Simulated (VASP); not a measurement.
# Cr (Im-3m) in VASP: relaxation of cell and atoms with LDA+U

Aim: the relaxation of cell and atoms of Cr with LDA+U.

Program: VASP 6.6.1. These are calculated values, not measurements. Logs are shortened: lines on timing, memory, paths and dates and some standing lists are left out, and cuts for length are marked.

### Step 1. The cell of the first run

Symmetry: Im-3m, No. 229, cubic system. The conventional cell has a = 2.789 Å, b = 2.789 Å, c = 2.789 Å, α = 90.00°, β = 90.00°, γ = 90.00°. Cr (site symmetry m-3m) has 14 Cr at 2.41 to 2.79 Å within 3.2 Å.

### Step 2. Relaxation of cell and atoms, LDA+U, collinear spin, ferromagnetic start

Input file INCAR:

```
ALGO     = Normal         # electronic algorithm
EDIFF    = 1E-7           # SCF threshold, eV
EDIFFG   = -0.005         # ionic threshold
ENCUT    = 700            # plane-wave cutoff, eV
GGA      = CA             # functional
GGA_COMPAT= False        
IBRION   = 2              # ionic algorithm
ISIF     = 3              # what is computed and relaxed
ISMEAR   = -1             # smearing method
ISPIN    = 2              # spin polarisation
LASPH    = True           # aspherical terms in the spheres
LCHARG   = False          # write CHGCAR
LDAU     = True           # DFT+U
LDAUJ    = 0            
LDAUL    = 2              # shell
LDAUPRINT= 1            
LDAUTYPE = 2            
LDAUU    = 3              # U, eV
LMAXMIX  = 4              # l up to which the mixer works
LORBIT   = 11             # projections on sites
LREAL    = False          # projectors in reciprocal space
LWAVE    = False          # write WAVECAR
MAGMOM   = 2              # initial moments
NELM     = 200            # most SCF steps
NELMIN   = 4            
NSW      = 60             # ionic steps
PREC     = Accurate       # precision mode
SIGMA    = 0.1            # smearing width, eV
```

Input file KPOINTS:

```
Automatic mesh
0
Gamma
  21 21 21
  0.5 0.5 0.5
```

Input file POSCAR:

```
Cr
1.0
   -1.3942793776      1.3942793776      1.3942793776
    1.3942793776     -1.3942793776      1.3942793776
    1.3942793776      1.3942793776     -1.3942793776
Cr
1
Direct
    0.0000000000      0.0000000000      0.0000000000
```

Potentials or basis: VASP PAW LDA potentials, release 64 (Cr_sv).

Launch:

```bash
> cat potpaw_LDA.64/Cr_sv/POTCAR > POTCAR
> mpirun -np 1 vasp_std > vasp.out
```

OUTCAR:

```text
EDIFF = 1E-7
   EDIFFG = -0.005
   ENCUT = 700
   GGA = CA
   IBRION = 2
   ISIF = 3
   ISMEAR = -1
   ISPIN = 2
   LASPH = True
   LORBIT = 11
   LREAL = False
   NELM = 200
   NELMIN = 4
   NSW = 60
   PREC = Accurate

 ion  position               nearest neighbor table
   1  0.000  0.000  0.000-

  LATTYP: Found a body centered cubic cell.
 ALAT       =     2.7885587552

  Lattice vectors:

 A1 = (  -1.3942793776,   1.3942793776,   1.3942793776)
 A2 = (   1.3942793776,  -1.3942793776,   1.3942793776)
 A3 = (   1.3942793776,   1.3942793776,  -1.3942793776)

Analysis of symmetry for initial positions (statically):
=====================================================================
 Subroutine PRICEL returns:
 Original cell was already a primitive cell.

 Routine SETGRP: Setting up the symmetry group for a
 body centered cubic supercell.

 Subroutine GETGRP returns: Found 48 space group operations
 (whereof 48 operations were pure point group operations)
 out of a pool of 48 trial point group operations.

The static configuration has the point symmetry O_h .

Analysis of symmetry for dynamics (positions and initial velocities):
=====================================================================
 Subroutine PRICEL returns:
 Original cell was already a primitive cell.

 Routine SETGRP: Setting up the symmetry group for a
 body centered cubic supercell.

 Subroutine GETGRP returns: Found 48 space group operations
 (whereof 48 operations were pure point group operations)
 out of a pool of 48 trial point group operations.

The dynamic configuration has the point symmetry O_h .

Analysis of structural, dynamic, and magnetic symmetry:
=====================================================================
 Subroutine PRICEL returns:
 Original cell was already a primitive cell.

 Routine SETGRP: Setting up the symmetry group for a
 body centered cubic supercell.

 Subroutine GETGRP returns: Found 48 space group operations
 (whereof 48 operations were pure point group operations)
 out of a pool of 48 trial point group operations.

The overall configuration has the point symmetry O_h .

 Subroutine INISYM returns: Found 48 space group operations
 (whereof 48 operations are pure point group operations),
 and found     1 'primitive' translations

----------------------------------------------------------------------------------------

                                     Primitive cell

  volume of cell :      10.8420

  direct lattice vectors                    reciprocal lattice vectors
    -1.394279378  1.394279378  1.394279378     0.000000000  0.358608187  0.358608187
     1.394279378 -1.394279378  1.394279378     0.358608187  0.000000000  0.358608187
     1.394279378  1.394279378 -1.394279378     0.358608187  0.358608187  0.000000000

  length of vectors
     2.414962722  2.414962722  2.414962722     0.507148562  0.507148562  0.507148562

  position of ions in fractional coordinates (direct lattice)
     0.000000000  0.000000000  0.000000000

  ion indices of the primitive-cell ions
   primitive index   ion index
                 1           1

----------------------------------------------------------------------------------------

 KPOINTS: Automatic mesh

Automatic generation of k-mesh.
 Grid dimensions read from file:
 generate k-points for:   21   21   21

 Generating k-lattice:

  Cartesian coordinates                     Fractional coordinates (reciprocal lattice)
     0.000000000  0.017076580  0.017076580     0.047619048  0.000000000  0.000000000
     0.017076580  0.000000000  0.017076580     0.000000000  0.047619048  0.000000000
     0.017076580  0.017076580  0.000000000     0.000000000  0.000000000  0.047619048

  Length of vectors
     0.024149932  0.024149932  0.024149932

  Shift w.r.t. Gamma in fractional coordinates (k-lattice)
     0.500000000  0.500000000  0.500000000

 Subroutine IBZKPT returns following result:
 ===========================================

 Found    286 irreducible k-points:

 Following reciprocal coordinates:
            Coordinates               Weight
  0.023810  0.023810  0.023810      8.000000
  0.071429  0.023810  0.023810     24.000000
  0.119048  0.023810  0.023810     24.000000
  0.166667  0.023810  0.023810     24.000000
  0.214286  0.023810  0.023810     24.000000
  0.261905  0.023810  0.023810     24.000000
[... 16 lines left out ...]
  0.166667  0.119048  0.023810     48.000000
  0.214286  0.119048  0.023810     48.000000
 [... further k-points ...]
   k-points           NKPTS =    286   k-points in BZ     NKDIM =    286   number of bands    NBANDS=     12
   number of dos      NEDOS =    301   number of ions     NIONS =      1
   total plane-waves  NPLWV =  13824
   dimension x,y,z NGX =    24 NGY =   24 NGZ =   24
   dimension x,y,z NGXF=    48 NGYF=   48 NGZF=   48
   ions per type =               1
   NGX,Y,Z   is equivalent  to a cutoff of  16.52, 16.52, 16.52 a.u.
   NGXF,Y,Z  is equivalent  to a cutoff of  33.04, 33.04, 33.04 a.u.
 SYSTEM =  unknown system
   PREC   = accura    normal or accurate (medium, high low for compatibility)
   ISTART =      0    job   : 0-new  1-cont  2-samecut
   ICHARG =      2    charge: 1-file 2-atom 10-const
   ISPIN  =      2    spin polarized calculation?
   LNONCOLLINEAR =      F non collinear calculations
   LSORBIT =      F    spin-orbit coupling
   LASPH  =      T    aspherical Exc in radial PAW
   ENCUT  =  700.0 eV  51.45 Ry    7.17 a.u.   5.21  5.21  5.21*2*pi/ulx,y,z
   NELM   =    200;   NELMIN=  4; NELMDL= -5     # of ELM steps
   EDIFF  = 0.1E-06   stopping-criterion for ELM
   LREAL  =      F    real-space projection
   EDIFFG = -.5E-02   stopping-criterion for IOM
   NSW    =     60    number of steps for IOM
   IBRION =      2    ionic relax: 0-MD 1-quasi-New 2-CG
   NFREE  =      1    steps in history (QN), initial steepest desc. (CG)
   ISIF   =      3    stress and relaxation
   ISYM   =      2    0-nonsym 1-usesym 2-fastsym
   POTIM  = 0.5000    time-step for ionic-motion
   TEBEG  =    0.0;   TEEND  =   0.0 temperature during run
   PSTRESS=    0.0 pullay stress
   NELECT =      14.0000    total number of electrons
   NUPDOWN=      -1.0000    fix difference up-down
   EMIN   =  10.00;   EMAX   =-10.00  energy-range for DOS
   EFERMI =   0.00;   METHOD = LEGACY
   ISMEAR =    -1;   SIGMA  =   0.10  broadening in eV -4-tet -1-fermi 0-gaus
   EFERMI_NEDOS =   21; number of points for ismear=-14 and -15
   IALGO  =     38    algorithm
   IMIX   =      4    mixing-type and parameters
     AMIX     =   0.40;   BMIX     =  1.00
     AMIX_MAG =   1.60;   BMIX_MAG =  1.00
  volume/ion in A,a.u.               =      10.84        73.17
  Fermi-wavevector in a.u.,A,eV,Ry     =   1.782711  3.368836 43.240131  3.178060
  Thomas-Fermi vector in A             =   2.847046
   LORBIT       =     11    0 simple, 1 ext, 2 COOP (PROOUT), +10 PAW based schemes
 LDA+U is selected, type is set to LDAUTYPE =  2
   angular momentum for each species LDAUL =     2
   U (eV)           for each species LDAUU =   3.0
   J (eV)           for each species LDAUJ =   0.0
   GGA     = CA    functional components
   LHFCALC =     F    Hartree Fock is set to
   AEXX    =    0.0000 exact exchange contribution
   IVDW    =     0    specifies the selected vdW correction
   LEPSILON=     F    determine dielectric tensor
   LRPA    =     F    only Hartree local field effects (RPA)
 conjugate gradient relaxation of ions
 spin polarized calculation
  energy-cutoff  :      700.00
  volume of cell :       10.84
 maximum number of plane-waves:       470
 NGX is ok and might be reduce to    24
   NGX = 11   NGY = 11   NGZ = 11

--------------------------------------- Ionic step        1  -------------------------------------------

 number of electron      14.0000005 magnetization       0.0003191

 number of electron      14.0000005 magnetization      -0.0002338

 Free energy of the ion-electron system (eV)
  ---------------------------------------------------
  ext. energy  EPLUGINS =         0.00000000
  ---------------------------------------------------
  free energy    TOTEN  =        -7.32062507 eV

  energy without entropy =       -7.30081779  energy(sigma->0) =       -7.31072143

------------------------ aborting loop because EDIFF is reached ----------------------------------------

  FORCE on cell =-STRESS in cart. coord.  units (eV):
  Direction    XX          YY          ZZ          XY          YZ          ZX
  --------------------------------------------------------------------------------------
  -------------------------------------------------------------------------------------
  Total        0.3774306      0.3774306      0.3774306      0.0000000      0.0000000      0.0000000
  in kB       55.7748311     55.7748311     55.7748311      0.0000000      0.0000000      0.0000000
  external PRESSURE =      55.7748311 kB  Pullay stress =       0.0000000 kB
[... 57 lines left out ...]
  energy  without entropy=       -7.2900054661  energy(sigma->0) =       -7.30041314

--------------------------------------- Ionic step        3  -------------------------------------------

 number of electron      14.0000001 magnetization      -0.0000027

atom =   1  type =  1  l = 2

 onsite density matrix

spin component  1

  0.4320  0.0000  0.0000 -0.0000 -0.0000
  0.0000  0.4320 -0.0000  0.0000 -0.0000
  0.0000 -0.0000  0.2473  0.0000  0.0000
 -0.0000  0.0000  0.0000  0.4320 -0.0000
 -0.0000 -0.0000  0.0000 -0.0000  0.2473

spin component  2

  0.4320  0.0000  0.0000 -0.0000 -0.0000
  0.0000  0.4320 -0.0000  0.0000 -0.0000
  0.0000 -0.0000  0.2473  0.0000  0.0000
 -0.0000  0.0000  0.0000  0.4320 -0.0000
 -0.0000 -0.0000  0.0000 -0.0000  0.2473

 occupancies and eigenvectors

  o =  0.2473  v =  0.0000  0.0000  0.8995 -0.0000  0.4370  0.0000  0.0000  0.0000  0.0000  0.0000      0.0000  0.0000  0.0000  0.0000  0.0000  0.0000  0.0000  0.0000  0.0000  0.0000
  o =  0.2473  v =  0.0000  0.0000 -0.4370  0.0000  0.8995  0.0000  0.0000  0.0000  0.0000  0.0000      0.0000  0.0000  0.0000  0.0000  0.0000  0.0000  0.0000  0.0000  0.0000  0.0000
  o =  0.2473  v =  0.0000  0.0000  0.0000  0.0000  0.0000  0.0000  0.0000 -0.9843 -0.0000  0.1766      0.0000  0.0000  0.0000  0.0000  0.0000  0.0000  0.0000  0.0000  0.0000  0.0000
  o =  0.2473  v =  0.0000  0.0000  0.0000  0.0000  0.0000  0.0000  0.0000  0.1766  0.0000  0.9843      0.0000  0.0000  0.0000  0.0000  0.0000  0.0000  0.0000  0.0000  0.0000  0.0000
  o =  0.4320  v =  0.0000 -0.0134 -0.0000 -0.9999 -0.0000  0.0000  0.0000  0.0000  0.0000  0.0000      0.0000  0.0000  0.0000  0.0000  0.0000  0.0000  0.0000  0.0000  0.0000  0.0000
  o =  0.4320  v =  1.0000  0.0000  0.0000  0.0000  0.0000  0.0000  0.0000  0.0000  0.0000  0.0000      0.0000  0.0000  0.0000  0.0000  0.0000  0.0000  0.0000  0.0000  0.0000  0.0000
  o =  0.4320  v =  0.0000 -0.9999  0.0000  0.0134 -0.0000  0.0000  0.0000  0.0000  0.0000  0.0000      0.0000  0.0000  0.0000  0.0000  0.0000  0.0000  0.0000  0.0000  0.0000  0.0000
  o =  0.4320  v =  0.0000  0.0000  0.0000  0.0000  0.0000  0.0000  0.3225 -0.0000  0.9466 -0.0000      0.0000  0.0000  0.0000  0.0000  0.0000  0.0000  0.0000  0.0000  0.0000  0.0000
  o =  0.4320  v =  0.0000  0.0000  0.0000  0.0000  0.0000  1.0000  0.0000  0.0000  0.0000  0.0000      0.0000  0.0000  0.0000  0.0000  0.0000  0.0000  0.0000  0.0000  0.0000  0.0000
  o =  0.4320  v =  0.0000  0.0000  0.0000  0.0000  0.0000  0.0000  0.9466  0.0000 -0.3225 -0.0000      0.0000  0.0000  0.0000  0.0000  0.0000  0.0000  0.0000  0.0000  0.0000  0.0000

 number of electron      14.0000001 magnetization       0.0000025

 Free energy of the ion-electron system (eV)
  ---------------------------------------------------
  ext. energy  EPLUGINS =         0.00000000
  ---------------------------------------------------
  free energy    TOTEN  =        -7.32403497 eV

  energy without entropy =       -7.30389407  energy(sigma->0) =       -7.31396452

 E-fermi :  14.5544     XC(G=0): -14.3549

 val. band max:       14.5462485649   @ k =  -0.2143   0.3095   0.1190
 cond. band min:      14.5572115768   @ k =  -0.4048   0.4524   0.0238
 fundamental gap:      0.0109630120
 Fermi energy:        14.5544256954

 spin component 1

 k-point     1 :       0.0238    0.0238    0.0238
  band No.  band energies     occupation
      1     -56.8758      1.00000
      2     -28.0288      1.00000
      3     -27.9917      1.00000
      4     -27.9917      1.00000
      5       6.5937      1.00000
      6      13.4519      0.99998
      7      13.4519      0.99998
      8      13.6251      0.99991
      9      16.0735      0.00000
     10      16.0735      0.00000
     11      37.0264      0.00000
     12      37.0264      0.00000
[... 737 lines left out ...]
  FREE ENERGIE OF THE ION-ELECTRON SYSTEM (eV)
  ---------------------------------------------------
  free  energy   TOTEN  =        -7.3240349744 eV

  energy  without entropy=       -7.3038940705  energy(sigma->0) =       -7.31396452

 reached required accuracy - stopping structural energy minimisation

 total charge

# of ion       s       p       d       tot
------------------------------------------
    1        2.211   6.039   3.553  11.802

 magnetization (x)

# of ion       s       p       d       tot
------------------------------------------
    1        0.000  -0.000  -0.000  -0.000
```

It took 1.9 min on 1 thread of Intel Xeon 6975P-C (Granite Rapids), shared host; peak memory 0.21 GiB.

Results:

- Free energy: -7.3240 eV
- Relaxed volume: 11.04 Å³/atom
- Relaxed cell: a = 2.430 Å, b = 2.430 Å, c = 2.430 Å, α = 109.47°, β = 109.47°, γ = 109.47°
- Space group after relaxing (to 0.1 Å): Im-3m (No. 229)
- Energy gained by relaxing: 3.4 meV/atom
- Ionic steps: 3
- Pressure after relaxing: 0.0 GPa
- Band gap on the k mesh: zero (filled and empty bands overlap)
- Net moment: 0.00 μB per cell
- Valence electrons inside the program's atomic spheres: Cr 11.80

The path:
```
step  energy change (eV)  largest force (eV/Å)  pressure (GPa)  volume (Å³)
   1              0.0000                0.0000            5.58        10.84
   2              0.0098                0.0000          -10.10        11.45
   3             -0.0034                0.0000            0.02        11.04
```

Final structure:
```cif
data_structure
_symmetry_space_group_name_H-M 'P 1'
_symmetry_Int_Tables_number 1
_cell_length_a 2.4297
_cell_length_b 2.4297
_cell_length_c 2.4297
_cell_angle_alpha 109.471
_cell_angle_beta 109.471
_cell_angle_gamma 109.471
_cell_volume 11.04
loop_
_atom_site_label
_atom_site_type_symbol
_atom_site_fract_x
_atom_site_fract_y
_atom_site_fract_z
_atom_site_occupancy
Cr1 Cr 0.00000 0.00000 0.00000 1
```

Eigenvalues of the final occupation matrices:
| site | spin | trace | eigenvalues |
| --- | --- | --- | --- |
| site 1 d | 1 | 1.79 | 0.25 0.25 0.43 0.43 0.43 |
| site 1 d | 2 | 1.79 | 0.25 0.25 0.43 0.43 0.43 |

Caveat: the moments typed at the start vanished in this run; the U is typed as a test and isn't derived for this compound. The state reached can hang on the start; a lower one may exist.
